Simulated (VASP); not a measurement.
Runs of VASP 6.6.1 on Si. The structure is that of space group Fmmm (No. 69), or close to it. The cells are those of the table. 

| cell | gap on the mesh (eV) | pressure (GPa) | largest force (eV/Å) |
| --- | --- | --- | --- |
| a = 5.291, b = 5.291, c = 5.461 Å, angles 90.0, 90.0, 56.3°, 8 atoms | none | -7.4 | 0.11 |
| a = 5.162, b = 5.162, c = 5.461 Å, angles 90.0, 90.0, 56.3°, 8 atoms | none | (a) | 0.08 |
| a = 5.420, b = 5.420, c = 5.061 Å, angles 90.0, 90.0, 56.3°, 8 atoms | none | -3.9 | 0.66 |
| a = 5.291, b = 5.291, c = 5.594 Å, angles 90.0, 90.0, 56.3°, 8 atoms | none | -9.1 | 0.13 |
| a = 5.291, b = 5.291, c = 5.194 Å, angles 90.0, 90.0, 56.3°, 8 atoms | none | (b) | 0.22 |

Alike in all rows: task single point; level LDA; potentials or basis VASP PAW LDA potentials, release 64 (Si); no spin polarisation; k mesh 10 × 10 × 8; cutoff (eV) 520; smearing gaussian 0.15 eV.

Q: Estimate the missing entries.

A: (a) -2.6; (b) -2.5.

Caveats: the cell stands under tension (at least some runs); the stress differs along the axes, from -12 to 5 GPa (at least some runs); the stress differs along the axes, from -7 to 3 GPa (at least some runs).

A gap of «none» marks levels without a gap at the run's occupations.
